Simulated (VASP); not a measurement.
A run of VASP 6.6.1 is set up as follows.

INCAR

```
PREC = Accurate ; ENCUT = 520
EDIFF = 1E-8 ; ISMEAR = -1
SIGMA = 0.02 ; LREAL = F
LASPH = T ; NELM = 120
ALGO = Normal ; ISIF = 2
LWAVE = F ; LCHARG = F
GGA = PE ; LEFG = T
NBANDS = 66 ; GGA_COMPAT = F
```

KPOINTS

```
Automatic mesh
0
Gamma
  2 7 5
```

The input POSCAR:

```
ZnHOF
1.0
   10.2280000000      0.0000000000      0.0000000000
    0.0000000000      3.1125000000      0.0000000000
    0.0000000000      0.0000000000      4.7165000000
Zn H O F
4 4 4 4
Direct
    0.1381600000      0.7500000000      0.5313000000
    0.3618400000      0.2500000000      0.0313000000
    0.6381600000      0.7500000000      0.9687000000
    0.8618400000      0.2500000000      0.4687000000
    0.9394000000      0.7500000000      0.9029000000
    0.5606000000      0.2500000000      0.4029000000
    0.4394000000      0.7500000000      0.5971000000
    0.0606000000      0.2500000000      0.0971000000
    0.4490000000      0.7500000000      0.7870000000
    0.0510000000      0.2500000000      0.2870000000
    0.9490000000      0.7500000000      0.7130000000
    0.5510000000      0.2500000000      0.2130000000
    0.2040000000      0.2500000000      0.7740000000
    0.2960000000      0.7500000000      0.2740000000
    0.7040000000      0.2500000000      0.7260000000
    0.7960000000      0.7500000000      0.2260000000
```

Potentials or basis: VASP PAW PBE potentials, release 64 (Zn, H, O, F).

Command:

```console
$ cat potpaw_PBE.64/Zn/POTCAR potpaw_PBE.64/H/POTCAR potpaw_PBE.64/O/POTCAR potpaw_PBE.64/F/POTCAR > POTCAR
$ mpirun -np 1 vasp_std > vasp.out
```

(1) What does it give for the pressure?

(2) What does it give for the band gap on the k mesh?

(3) Estimate the largest force.

Answers

(1) 10.6 GPa.

(2) 2.59 eV.

(3) 4.858 eV/Å.

Caveat: the stress differs along the axes, from 4 to 21 GPa; without QUAD_EFG the Cq values of the log hold for a quadrupole moment of 1 mb, not for the nuclei; forces of over 1 eV/Å act on the atoms, so gaps and moduli don't describe the material at rest.
